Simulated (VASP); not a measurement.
A run of VASP 6.6.1 is set up as follows.

INCAR

```
  ALGO = Normal
  EDIFF = 1E-7
  ENCUT = 520
  GGA = PE
  ISIF = 2
  ISMEAR = 0
  LASPH = True
  LCHARG = True
  LELF = True
  LREAL = Auto
  LVHAR = True
  LWAVE = False
  NBANDS = 53
  NELM = 80
  PREC = Accurate
  SIGMA = 0.05
```

Contents of KPOINTS:

```
k-points
0
Gamma
  2 2 2
```

The input POSCAR:

```
Si16Ge
1.0
    0.0000000000      5.4300000000      5.4300000000
    5.4300000000      0.0000000000      5.4300000000
    5.4300000000      5.4300000000      0.0000000000
Si Ge
16 1
Direct
   -0.0005455801      0.0001547882      0.0004291897
    0.1210317680      0.1212192449      0.1212465009
   -0.0048901473     -0.0044507366      0.5047916206
    0.1209860037      0.1210683241      0.6368826888
   -0.0048860958      0.5046356354     -0.0042837017
    0.1210209024      0.6366603131      0.1211755985
   -0.0048930939      0.5046604972      0.5048013812
    0.1269996317      0.6243189687      0.6244826888
    0.5042188766     -0.0044385820     -0.0042763352
    0.6360848066      0.1213026703      0.1213752302
    0.5042431860     -0.0044457643      0.5047630755
    0.6239003683      0.1274053407      0.6244736648
    0.5042284530      0.5046070902     -0.0042792818
    0.6239084715      0.6243186004      0.1275569061
    0.4996483425      0.5001002762      0.5002706262
    0.6238902394      0.6243302026      0.6244806630
    0.2493168508      1.2501837017      0.2505706262
```

Potentials or basis: VASP PAW PBE potentials, release 64 (Si, Ge_d).

The run is started by

```sh
$ cat potpaw_PBE.64/Si/POTCAR potpaw_PBE.64/Ge_d/POTCAR > POTCAR
$ mpirun -np 1 vasp_std > vasp.out
```

Q: What does it give for the pressure?

A: 6.7 GPa.

Q: Estimate the largest force.

A: 0.024 eV/Å.

Q: Estimate the band gap on the k mesh.

A: Zero (bands 39 and 40 overlap by 0.31 eV).

Forces on the atoms (eV/Å):
```
Si  -0.010  0.002  0.007
Si   0.008 -0.003 -0.008
Si  -0.004  0.000  0.011
Si   0.015  0.001 -0.011
Si  -0.003  0.008  0.002
Si   0.013 -0.004 -0.005
Si  -0.014  0.000  0.003
Si   0.014 -0.013 -0.014
Si   0.001  0.000  0.002
Si   0.006  0.000 -0.004
Si  -0.003 -0.005  0.002
Si  -0.011  0.012 -0.011
Si  -0.003  0.001 -0.003
Si  -0.010 -0.011  0.011
Si  -0.004  0.001  0.002
Si   0.012  0.012  0.012
Ge  -0.008 -0.001  0.005
```

Caveat: the k points lie up to 0.50 Å⁻¹ apart.
